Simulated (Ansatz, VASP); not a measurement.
Two plane-wave programs on Pt

```
CELL_PARAMETERS angstrom
0.00000 1.94857 1.94857
1.94857 0.00000 1.94857
1.94857 1.94857 0.00000
ATOMIC_POSITIONS crystal
Pt 0.00000 0.00000 0.00000
```

Alike in both runs: functional LDA; k mesh 18 × 18 × 18; occupations fermi-dirac, width 0.15 eV; no spin polarisation.

Ansatz relaxed the structure, and its values are those at the end. VASP's run is a single point on that final structure, the one shown.

```csv
,VASP,Ansatz
version,VASP 6.6.1,Ansatz 0.2.0
potentials or method,"VASP PAW LDA potentials, release 64 (Pt), cutoff 520 eV","scalar-relativistic, plane waves, PAW"
valence electrons in the cell,10,18
```

VASP gave:

```
gap on the k mesh at the Fermi level (eV) : none
pressure (GPa)                            : 0.8
```

Problem. Estimate Ansatz's values.

Solution. gap on the k mesh at the Fermi level (eV): none; pressure (GPa): 0.0.

Ansatz warns that its potentials were made for another functional, while VASP's fit it. LDA's correlation is that of Perdew and Zunger in VASP and of Perdew and Wang (1992) in Ansatz. A gap of «none» marks a metal or a gap that the smearing closes. VASP's potentials hold 10 valence electrons a cell and Ansatz's 18, so a difference there can come from the potentials and not from the codes.

Neither program's run includes spin-orbit coupling.
